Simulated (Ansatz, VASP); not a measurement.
**Ti in VASP and in Ansatz**

```
CELL_PARAMETERS angstrom
2.97775 0.00000 0.00000
-1.48888 2.57881 0.00000
0.00000 0.00000 4.71726
ATOMIC_POSITIONS crystal
Ti 0.33333 0.66667 0.25000
Ti 0.66667 0.33333 0.75000
```

Alike in both runs: task single point; functional PBE; k mesh 20 × 20 × 11; occupations fermi-dirac, width 0.1 eV; no spin polarisation.

|  | VASP | Ansatz |
| --- | --- | --- |
| version | VASP 6.6.1 | Ansatz 0.2.0 |
| potentials or method | VASP PAW PBE potentials, release 64 (Ti_sv), cutoff 520 eV | plane waves (420 eV) with PAW, scalar-relativistic |
| valence electrons in the cell | 24 | 24 |

VASP gave:

| Quantity | Value |
| --- | --- |
| pressure (GPa) | -4.2 |
| traceless stress, the component that is largest in VASP (GPa) | -0.08 |

Estimate Ansatz's values.

pressure (GPa): -4.1; traceless stress, the component that is largest in VASP (GPa): -0.08.
